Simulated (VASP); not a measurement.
# CoBiO3 (P4mm) in VASP: notebook

CoBiO3 is run at these levels: LDA+U; tasks: single point.

Everything below comes from runs of VASP 6.6.1. Logs are shortened: lines on timing, memory, paths and dates and some standing lists are left out, and cuts for length are marked.

## Step 1: The cell of the first run

Symmetry: P4mm, No. 99, tetragonal system. Conventional cell: a = 3.724 Å, b = 3.724 Å, c = 4.021 Å, α = 90.00°, β = 90.00°, γ = 90.00°. Co (site symmetry 4mm) has 6 O at 1.85 to 2.17 Å within 2.5 Å. Within 3.2 Å of Bi (site symmetry 4mm) lie 12 O at 2.35 to 3.19 Å and 4 Co at 3.15 Å. Within 2.5 Å of O (site symmetry 2mm) lie 2 Co at 1.89 Å and 2 Bi at 2.35 Å. O (site symmetry 4mm) has 2 Co at 1.85 to 2.17 Å within 2.5 Å.

## Step 2: Single point, LDA+U, collinear spin, ferromagnetic start

Input file INCAR:

```
ALGO = Normal
EDIFF = 1E-6
ENCUT = 600
GGA = CA
GGA_COMPAT = F
ISIF = 2
ISMEAR = 0
ISPIN = 2
LASPH = T
LCHARG = T
LDAU = T
LDAUJ = 0 0 0
LDAUL = 2 -1 -1
LDAUPRINT = 1
LDAUTYPE = 2
LDAUU = 4.5 0 0
LELF = T
LMAXMIX = 4
LORBIT = 11
LREAL = F
LVHAR = T
LWAVE = F
MAGMOM = 1.8 0 0 0 0
NBANDS = 33
NELM = 200
PREC = Accurate
SIGMA = 0.15
```

Input file KPOINTS:

```
k-points
0
Gamma
  7 7 6
```

Input file POSCAR:

```
CoBiO3
1.0
    3.7244440000      0.0000000000      0.0000000000
    0.0000000000      3.7244440000      0.0000000000
    0.0000000000      0.0000000000      4.0208320000
Co Bi O
1 1 3
Direct
    0.5000000000      0.5000000000      0.6228070000
    0.0000000000      0.0000000000      0.0509550000
    0.5000000000      0.0000000000      0.6960850000
    0.0000000000      0.5000000000      0.6960850000
    0.5000000000      0.5000000000      0.1625720000
```

Potentials or basis: VASP PAW LDA potentials, release 64 (Co, Bi_d, O).

The run is started by

```
$ cat potpaw_LDA.64/Co/POTCAR potpaw_LDA.64/Bi_d/POTCAR potpaw_LDA.64/O/POTCAR > POTCAR
$ mpirun -np 1 vasp_std > vasp.out
```

OUTCAR:

```text
EDIFF = 1E-6
   ENCUT = 600
   GGA = CA
   ISIF = 2
   ISMEAR = 0
   ISPIN = 2
   LASPH = T
   LORBIT = 11
   LREAL = F
   NELM = 200
   PREC = Accurate

 ion  position               nearest neighbor table
   1  0.500  0.500  0.623-   5 1.85   4 1.89   3 1.89   3 1.89   4 1.89   5 2.17   2 3.15   2 3.15
                             2 3.15   2 3.15   2 3.50   2 3.50   2 3.50   2 3.50
   2  0.000  0.000  0.051-   3 2.35   4 2.35   4 2.35   3 2.35   5 2.67   5 2.67   5 2.67   5 2.67
                             1 3.15   1 3.15   1 3.15   1 3.15   1 3.50   1 3.50   1 3.50   1 3.50
   3  0.500  0.000  0.696-   1 1.89   1 1.89   2 2.35   2 2.35
   4  0.000  0.500  0.696-   1 1.89   1 1.89   2 2.35   2 2.35
   5  0.500  0.500  0.163-   1 1.85   1 2.17   2 2.67   2 2.67   2 2.67   2 2.67

  LATTYP: Found a simple tetragonal cell.
 ALAT       =     3.7244440000
 C/A-ratio  =     1.0795791264

  Lattice vectors:

 A1 = (   3.7244440000,   0.0000000000,   0.0000000000)
 A2 = (   0.0000000000,   3.7244440000,   0.0000000000)
 A3 = (   0.0000000000,   0.0000000000,   4.0208320000)

Analysis of symmetry for initial positions (statically):
=====================================================================
 Subroutine PRICEL returns:
 Original cell was already a primitive cell.

 Routine SETGRP: Setting up the symmetry group for a
 simple tetragonal supercell.

 Subroutine GETGRP returns: Found  8 space group operations
 (whereof  8 operations were pure point group operations)
 out of a pool of 16 trial point group operations.

The static configuration has the point symmetry C_4v.

Analysis of symmetry for dynamics (positions and initial velocities):
=====================================================================
 Subroutine PRICEL returns:
 Original cell was already a primitive cell.

 Routine SETGRP: Setting up the symmetry group for a
 simple tetragonal supercell.

 Subroutine GETGRP returns: Found  8 space group operations
 (whereof  8 operations were pure point group operations)
 out of a pool of 16 trial point group operations.

The dynamic configuration has the point symmetry C_4v.

Analysis of structural, dynamic, and magnetic symmetry:
=====================================================================
 Subroutine PRICEL returns:
 Original cell was already a primitive cell.

 Routine SETGRP: Setting up the symmetry group for a
 simple tetragonal supercell.

 Subroutine GETGRP returns: Found  8 space group operations
 (whereof  8 operations were pure point group operations)
 out of a pool of 16 trial point group operations.

The overall configuration has the point symmetry C_4v.

 Subroutine INISYM returns: Found  8 space group operations
 (whereof  8 operations are pure point group operations),
 and found     1 'primitive' translations

----------------------------------------------------------------------------------------

                                     Primitive cell

  volume of cell :      55.7749

  direct lattice vectors                    reciprocal lattice vectors
     3.724444000  0.000000000  0.000000000     0.268496452  0.000000000  0.000000000
     0.000000000  3.724444000  0.000000000     0.000000000  0.268496452  0.000000000
     0.000000000  0.000000000  4.020832000     0.000000000  0.000000000  0.248704746

  length of vectors
     3.724444000  3.724444000  4.020832000     0.268496452  0.268496452  0.248704746

  position of ions in fractional coordinates (direct lattice)
     0.500000000  0.500000000  0.622807000
     0.000000000  0.000000000  0.050955000
     0.500000000  0.000000000  0.696085000
     0.000000000  0.500000000  0.696085000
     0.500000000  0.500000000  0.162572000

  ion indices of the primitive-cell ions
   primitive index   ion index
                 1           1
                 2           2
[... 84 lines left out ...]
   TEBEG  =    0.0;   TEEND  =   0.0 temperature during run
   PSTRESS=    0.0 pullay stress
   NELECT =      42.0000    total number of electrons
   NUPDOWN=      -1.0000    fix difference up-down
   EMIN   =  10.00;   EMAX   =-10.00  energy-range for DOS
   EFERMI =   0.00;   METHOD = LEGACY
   ISMEAR =     0;   SIGMA  =   0.15  broadening in eV -4-tet -1-fermi 0-gaus
   EFERMI_NEDOS =   21; number of points for ismear=-14 and -15
   IALGO  =     38    algorithm
   IMIX   =      4    mixing-type and parameters
     AMIX     =   0.40;   BMIX     =  1.00
     AMIX_MAG =   1.60;   BMIX_MAG =  1.00
  volume/ion in A,a.u.               =      11.15        75.28
  Fermi-wavevector in a.u.,A,eV,Ry     =   1.489401  2.814560 30.182014  2.218315
  Thomas-Fermi vector in A             =   2.602314
   LORBIT       =     11    0 simple, 1 ext, 2 COOP (PROOUT), +10 PAW based schemes
 LDA+U is selected, type is set to LDAUTYPE =  2
   angular momentum for each species LDAUL =     2   -1   -1
   U (eV)           for each species LDAUU =   4.5  0.0  0.0
   J (eV)           for each species LDAUJ =   0.0  0.0  0.0
   GGA     = CA    functional components
   LHFCALC =     F    Hartree Fock is set to
   AEXX    =    0.0000 exact exchange contribution
   IVDW    =     0    specifies the selected vdW correction
   LEPSILON=     F    determine dielectric tensor
   LRPA    =     F    only Hartree local field effects (RPA)
 spin polarized calculation
 Gauss-broadening in eV      SIGMA  =   0.15
  energy-cutoff  :      600.00
  volume of cell :       55.77
 maximum number of plane-waves:      1882
 NGX is ok and might be reduce to    30
   NGX = 15   NGY = 15   NGZ = 17

atom =   1  type =  1  l = 2

 onsite density matrix

spin component  1

  0.9844 -0.0000  0.0000 -0.0000 -0.0000
 -0.0000  0.9924 -0.0000  0.0000 -0.0000
  0.0000 -0.0000  1.0641 -0.0000 -0.0000
 -0.0000  0.0000 -0.0000  0.9924  0.0000
 -0.0000 -0.0000 -0.0000  0.0000  1.0304

spin component  2

  0.9768  0.0000  0.0000 -0.0000  0.0000
  0.0000  0.1642  0.0000  0.0000  0.0000
  0.0000  0.0000  0.5051  0.0000 -0.0000
 -0.0000  0.0000  0.0000  0.1642  0.0000
  0.0000  0.0000 -0.0000  0.0000  0.3141

 occupancies and eigenvectors

  o =  0.1642  v =  0.0000  0.0000  0.0000  0.0000  0.0000  0.0000  0.8573  0.0000 -0.5149 -0.0000      0.0000  0.0000  0.0000  0.0000  0.0000  0.0000  0.0000  0.0000  0.0000  0.0000
  o =  0.1642  v =  0.0000  0.0000  0.0000  0.0000  0.0000  0.0000 -0.5149  0.0000 -0.8573 -0.0000      0.0000  0.0000  0.0000  0.0000  0.0000  0.0000  0.0000  0.0000  0.0000  0.0000
  o =  0.3141  v =  0.0000  0.0000  0.0000  0.0000  0.0000  0.0000 -0.0000 -0.0000 -0.0000  1.0000      0.0000  0.0000  0.0000  0.0000  0.0000  0.0000  0.0000  0.0000  0.0000  0.0000
  o =  0.5051  v =  0.0000  0.0000  0.0000  0.0000  0.0000  0.0000 -0.0000  1.0000  0.0000  0.0000      0.0000  0.0000  0.0000  0.0000  0.0000  0.0000  0.0000  0.0000  0.0000  0.0000
  o =  0.9768  v =  0.0000  0.0000  0.0000  0.0000  0.0000  1.0000  0.0000  0.0000  0.0000  0.0000      0.0000  0.0000  0.0000  0.0000  0.0000  0.0000  0.0000  0.0000  0.0000  0.0000
  o =  0.9844  v =  1.0000  0.0000  0.0000  0.0000  0.0000  0.0000  0.0000  0.0000  0.0000  0.0000      0.0000  0.0000  0.0000  0.0000  0.0000  0.0000  0.0000  0.0000  0.0000  0.0000
  o =  0.9924  v =  0.0000 -0.7896 -0.0000  0.6136 -0.0000  0.0000  0.0000  0.0000  0.0000  0.0000      0.0000  0.0000  0.0000  0.0000  0.0000  0.0000  0.0000  0.0000  0.0000  0.0000
  o =  0.9924  v =  0.0000  0.6136  0.0000  0.7896 -0.0000  0.0000  0.0000  0.0000  0.0000  0.0000      0.0000  0.0000  0.0000  0.0000  0.0000  0.0000  0.0000  0.0000  0.0000  0.0000
  o =  1.0304  v =  0.0000  0.0000 -0.0000  0.0000  1.0000  0.0000  0.0000  0.0000  0.0000  0.0000      0.0000  0.0000  0.0000  0.0000  0.0000  0.0000  0.0000  0.0000  0.0000  0.0000
  o =  1.0641  v =  0.0000 -0.0000  1.0000  0.0000  0.0000  0.0000  0.0000  0.0000  0.0000  0.0000      0.0000  0.0000  0.0000  0.0000  0.0000  0.0000  0.0000  0.0000  0.0000  0.0000

 number of electron      41.9999977 magnetization       3.6564979

 Free energy of the ion-electron system (eV)
  ---------------------------------------------------
  ext. energy  EPLUGINS =         0.00000000
  ---------------------------------------------------
  free energy    TOTEN  =       -32.06580629 eV

  energy without entropy =      -32.05491260  energy(sigma->0) =      -32.06035945

 E-fermi :   8.3153     XC(G=0): -12.4742

 val. band max:        8.2994128648   @ k =   0.4286   0.2857   0.1667
 cond. band min:       8.3181869100   @ k =   0.4286   0.2857   0.0000
 fundamental gap:      0.0187740452
 Fermi energy:         8.3152617200

 spin component 1

 k-point     1 :       0.0000    0.0000    0.0000
  band No.  band energies     occupation
      1     -14.9606      1.00000
      2     -14.8483      1.00000
      3     -14.7914      1.00000
      4     -14.7914      1.00000
      5     -14.7601      1.00000
      6     -12.0521      1.00000
[... 1721 lines left out ...]
     32      22.9600      0.00000
     33      23.4558      0.00000

 [... further k-points ...]
[... 5 lines left out ...]
  --------------------------------------------------------------------------------------
  -------------------------------------------------------------------------------------
  Total        2.4239364      2.4239364      0.1846224      0.0000000     -0.0000000      0.0000000
  in kB       69.6294523     69.6294523      5.3034213      0.0000000     -0.0000000      0.0000000
  external PRESSURE =      48.1874420 kB  Pullay stress =       0.0000000 kB

 VOLUME and BASIS-vectors are now :
 -----------------------------------------------------------------------------
  energy-cutoff  :      600.00
  volume of cell :       55.77
      direct lattice vectors                 reciprocal lattice vectors
     3.724444000  0.000000000  0.000000000     0.268496452  0.000000000  0.000000000
     0.000000000  3.724444000  0.000000000     0.000000000  0.268496452  0.000000000
     0.000000000  0.000000000  4.020832000     0.000000000  0.000000000  0.248704746

 POSITION                                       TOTAL-FORCE (eV/Angst)
 -----------------------------------------------------------------------------------
      1.86222      1.86222      2.50420         0.000000     -0.000000     -1.076900
      0.00000      0.00000      0.20488         0.000000      0.000000     -0.502482
      1.86222      0.00000      2.79884         0.000000      0.000000      0.538377
      0.00000      1.86222      2.79884        -0.000000      0.000000      0.538377
      1.86222      1.86222      0.65367         0.000000      0.000000      0.502628
 -----------------------------------------------------------------------------------
    total drift:                                0.000000      0.000000     -0.000459

  FREE ENERGIE OF THE ION-ELECTRON SYSTEM (eV)
  ---------------------------------------------------
  free  energy   TOTEN  =       -32.0658062905 eV

  energy  without entropy=      -32.0549126014  energy(sigma->0) =      -32.06035945

 total charge

# of ion       s       p       d       tot
------------------------------------------
    1        0.445   0.694   7.150   8.289
    2        1.644   0.855  10.018  12.518
    3        1.560   3.455   0.000   5.015
    4        1.560   3.455   0.000   5.015
    5        1.562   3.389   0.000   4.952
--------------------------------------------------
tot          6.771  11.849  17.168  35.788

 magnetization (x)

# of ion       s       p       d       tot
------------------------------------------
    1        0.018   0.048   2.933   2.998
    2        0.002  -0.000   0.000   0.002
    3        0.013   0.127   0.000   0.140
    4        0.013   0.127   0.000   0.140
    5        0.009   0.290   0.000   0.299
--------------------------------------------------
tot          0.055   0.593   2.933   3.581
```

It took 4.3 min on 1 thread of Intel Xeon Platinum 8488C (Sapphire Rapids), shared host; peak memory 0.26 GiB.

Results:

```
Free energy                                           : -32.0658 eV
Pressure                                              : 4.8 GPa
Largest force                                         : 1.077 eV/Å
Net moment                                            : 3.66 μB per cell
Site moments                                          : Co +3.00; Bi +0.00; O +0.14, +0.30 (each value once) μB
Valence electrons inside the program's atomic spheres : Co 8.29; Bi 12.52; O 5.01, 4.95 (each value once)
```

Forces in eV/Å, atoms in the order of the input:
```
Co   0.000  0.000 -1.077
Bi   0.000  0.000 -0.502
O    0.000  0.000  0.538
O    0.000  0.000  0.538
O    0.000  0.000  0.503
```

Levels at points of the mesh, in eV from the Fermi level:
Spin up:
| k point | band 19 | band 20 | band 21 | band 22 | band 23 | band 24 | band 25 | band 26 | band 27 | band 28 |
| --- | --- | --- | --- | --- | --- | --- | --- | --- | --- | --- |
| (0.00, 0.00, 0.00) | -2.92 | -2.50 | -2.37 | -2.37 | -2.07 | 3.74 | 5.87 | 5.87 | 7.87 | 8.04 |
| (0.00, 0.00, 0.50) | -2.71 | -2.66 | -2.43 | -2.43 | -1.54 | 0.68 | 4.90 | 4.90 | 9.68 | 10.18 |
Spin down:
```
           k point  band 16  band 17  band 18  band 19  band 20  band 21  band 22  band 23
(0.00, 0.00, 0.00)    -2.71    -2.64    -2.64    -2.58     0.02     0.40     0.40     1.37
(0.00, 0.00, 0.50)    -3.27    -2.51    -2.51    -2.08     0.66     1.04     1.04     1.35
```

Eigenvalues of the final occupation matrices:
```tsv
site	spin	trace	eigenvalues
site 1 d	1	5.06	0.98 0.99 0.99 1.03 1.06
site 1 d	2	2.12	0.16 0.16 0.31 0.51 0.98
```

Caveat: the cell stands under pressure; spin-orbit coupling is left out, which moves the levels of the heavy elements; a cell with one magnetic atom can't hold antiferromagnetic order, which such compounds often take; forces of over 1 eV/Å act on the atoms, so gaps and moduli don't describe the material at rest. The state reached can hang on the start; a lower one may exist.

## Step 3: Single point, LDA+U, collinear spin, ferromagnetic start

Input file INCAR:

```
PREC = Accurate
ENCUT = 600
EDIFF = 1E-6
ISMEAR = 0
SIGMA = 0.15
LREAL = F
LASPH = T
NELM = 200
ALGO = Normal
ISIF = 2
LWAVE = F
LCHARG = F
ISPIN = 2
MAGMOM = 1.8 0 0 0 0
LORBIT = 11
LMAXMIX = 4
LDAU = T
LDAUTYPE = 2
LDAUL = 2 -1 -1
LDAUU = 6 0 0
LDAUJ = 0 0 0
LDAUPRINT = 1
GGA = CA
NBANDS = 33
GGA_COMPAT = F
```

Input file KPOINTS:

```
regular mesh
0
Gamma
  7 7 6
```

POSCAR is that of step 2.

Potentials or basis: VASP PAW LDA potentials, release 64 (Co, Bi_d, O).

The run is started by

```
$ cat potpaw_LDA.64/Co/POTCAR potpaw_LDA.64/Bi_d/POTCAR potpaw_LDA.64/O/POTCAR > POTCAR
$ mpirun -np 1 vasp_std > vasp.out
```

It took 3 min on 1 thread of Intel Xeon Platinum 8488C (Sapphire Rapids), shared host; peak memory 0.26 GiB.

The run converged. Its results:

```
Free energy                                           : -31.6022 eV
Pressure                                              : 3.8 GPa
Largest force                                         : 1.153 eV/Å
Net moment                                            : 3.82 μB per cell
Site moments                                          : Co +3.19; Bi -0.00; O +0.15, +0.29 (each value once) μB
Valence electrons inside the program's atomic spheres : Co 8.29; Bi 12.52; O 5.02, 4.96 (each value once)
```

Forces on the atoms (eV/Å):
```
Co   0.000  0.000 -1.153
Bi   0.000  0.000 -0.516
O    0.000  0.000  0.508
O    0.000  0.000  0.508
O    0.000  0.000  0.653
```

Stress tensor (GPa, compression positive):
```
 6.35  0.00  0.00
 0.00  6.35  0.00
 0.00  0.00 -1.21
```

Levels at points of the mesh, in eV from the Fermi level:
Spin up:
```tsv
k point	band 20	band 21	band 22	band 23	band 24	band 25	band 26	band 27
(0.00, 0.00, 0.00)	-2.29	-2.07	-2.07	-1.83	4.11	6.23	6.23	8.09
(0.00, 0.00, 0.50)	-2.52	-2.12	-2.12	-1.48	1.03	5.27	5.27	10.04
```
Spin down:
```csv
k point,band 16,band 17,band 18,band 19,band 20,band 21,band 22,band 23
"(0.00, 0.00, 0.00)",-2.31,-2.25,-2.23,-2.23,0.32,1.07,1.07,1.86
"(0.00, 0.00, 0.50)",-2.87,-2.10,-2.10,-1.70,1.02,1.72,1.72,1.84
```

Eigenvalues of the final occupation matrices:
| site | spin | trace | eigenvalues |
| --- | --- | --- | --- |
| site 1 d | 1 | 5.16 | 0.99 1.00 1.00 1.08 1.09 |
| site 1 d | 2 | 2.03 | 0.13 0.13 0.31 0.46 0.99 |

Caveat: the cell stands under pressure; spin-orbit coupling is left out, which moves the levels of the heavy elements; a cell with one magnetic atom can't hold antiferromagnetic order, which such compounds often take; forces of over 1 eV/Å act on the atoms, so gaps and moduli don't describe the material at rest.
